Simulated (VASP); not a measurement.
Crystal: HfZrSe4.

```
CELL_PARAMETERS angstrom
0.00000 4.14816 4.14816
4.14816 0.00000 4.14816
4.14816 4.14816 0.00000
ATOMIC_POSITIONS crystal
Zr 0.75000 0.75000 0.75000
Hf 0.25000 0.25000 0.25000
Se 0.10214 0.10214 0.10214
Se 0.10214 0.10214 0.69359
Se 0.10214 0.69359 0.10214
Se 0.69359 0.10214 0.10214
```

```yaml
Program: VASP 6.6.1
Task: relaxation of cell and atoms
Functional: PBE
Potentials_or_basis: VASP PAW PBE potentials, release 64 (Zr_sv, Hf_pv, Se)
Cutoff: 600 eV
k_mesh: 4 × 4 × 4
Occupations: gaussian, width 0.1 eV
Spin: no spin polarisation
```

At the start: pressure 44.9 GPa; volume 23.79 Å³/atom.

Q: Where does the relaxation end?

A: Over 7 steps the energy falls by 1441.0 meV/atom and the volume is 39.70 Å³/atom (+66.9 %); space group F-43m (No. 216, to 0.05 Å).

Step by step:
```
step  energy change (eV)  largest force (eV/Å)  pressure (GPa)  volume (Å³)
   1              0.0000                1.9532           44.94       142.76
   2             -4.6882                2.7624           -6.03       329.82
   3             -7.8656                3.0058            0.62       224.96
   4             -8.6409                0.2382           -0.29       239.74
   5             -8.6448                0.0466           -0.25       241.01
   6             -8.6445                0.0958           -0.27       240.68
   7             -8.6459                0.0100            0.12       238.21
```

Final structure:
```yaml
crystal:
  lattice:
    - [0.00000, 4.92013, 4.92013]
    - [4.92013, 0.00000, 4.92013]
    - [4.92013, 4.92013, 0.00000]
  atoms:
    - { symbol: Zr, position: [0.75000, 0.75000, 0.75000] }
    - { symbol: Hf, position: [0.25000, 0.25000, 0.25000] }
    - { symbol: Se, position: [0.10611, 0.10611, 0.10611] }
    - { symbol: Se, position: [0.10611, 0.10611, 0.68168] }
    - { symbol: Se, position: [0.10611, 0.68168, 0.10611] }
    - { symbol: Se, position: [0.68168, 0.10611, 0.10611] }
```

Caveat: the volume moved by over 15 % at a fixed basis, so the end points are rough.
